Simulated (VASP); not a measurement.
Runs of VASP 6.6.1 on Ta. The structure is that of space group Im-3m (No. 229), or close to it. The cells are those of the table. 

```csv
cell,gap on the mesh (eV),pressure (GPa)
"a = 2.930 Å, angles 109.5°, 1 atom",none,(c)
"a = 2.787 Å, angles 109.5°, 1 atom",none,21.1
"a = 2.836 Å, angles 109.5°, 1 atom",none,(b)
"a = 2.761 Å, angles 109.5°, 1 atom",none,28.9
"a = 2.907 Å, angles 109.5°, 1 atom",none,-5.9
"a = 2.952 Å, angles 109.5°, 1 atom",none,-13.1
"a = 2.884 Å, angles 109.5°, 1 atom",none,-1.7
"a = 2.812 Å, angles 109.5°, 1 atom",none,(a)
```

Alike in all rows: task single point; level PBE; potentials or basis VASP PAW PBE potentials, release 64 (Ta_pv); no spin polarisation; k mesh 12 × 12 × 12; cutoff (eV) 520; smearing fermi-dirac 0.1 eV.

**Question.** Estimate the missing entries.

**Answer.** (a) 14.4; (b) 8.4; (c) -9.7.

Caveats: spin-orbit coupling is left out, which moves the levels of the heavy elements.

A k mesh can miss the band edges, and the runs leave out spin-orbit coupling on Ta.

A gap of «none» marks levels without a gap at the run's occupations.
